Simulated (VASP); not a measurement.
A run of VASP 6.6.1:

INCAR

```
SYSTEM = BF
PREC     = Accurate       ! precision mode
ENCUT    = 600            ! plane-wave cutoff, eV
EDIFF    = 1E-6           ! SCF threshold, eV
ISMEAR   = 0              ! smearing method
SIGMA    = 0.2            ! smearing width, eV
LREAL    = .False.        ! projectors in reciprocal space
LASPH    = .True.         ! aspherical terms in the spheres
NELM     = 120            ! most SCF steps
ALGO     = Normal         ! electronic algorithm
ISIF     = 2              ! what is computed and relaxed
LWAVE    = .False.        ! write WAVECAR
LCHARG   = .False.        ! write CHGCAR
GGA      = PE             ! functional
NBANDS   = 12             ! bands
GGA_COMPAT= .False.
```

KPOINTS

```
regular mesh
0
Gamma
  8 8 8
  0 0 0
```

File POSCAR:

```
BF
1.0
    0.0000000000      2.4970501688      2.4970501688
    2.4970501688      0.0000000000      2.4970501688
    2.4970501688      2.4970501688      0.0000000000
B F
1 1
Direct
    0.0000000000      0.0000000000      0.0000000000
    0.7500000000      0.7500000000      0.7500000000
```

Potentials or basis: VASP PAW PBE potentials, release 64 (B, F).

Launch:

```sh
$ cat potpaw_PBE.64/B/POTCAR potpaw_PBE.64/F/POTCAR > POTCAR
$ mpirun -np 1 vasp_std > vasp.out
```

Hardware: 1 thread of Intel Xeon 8259CL, on a shared host.

Question: Estimate the wall time of this run.

Answer: Wall time 20 s on 1 thread of Intel Xeon 8259CL (shared host), peak memory 0.15 GiB. Counts: scf iterations 14, k points 29.
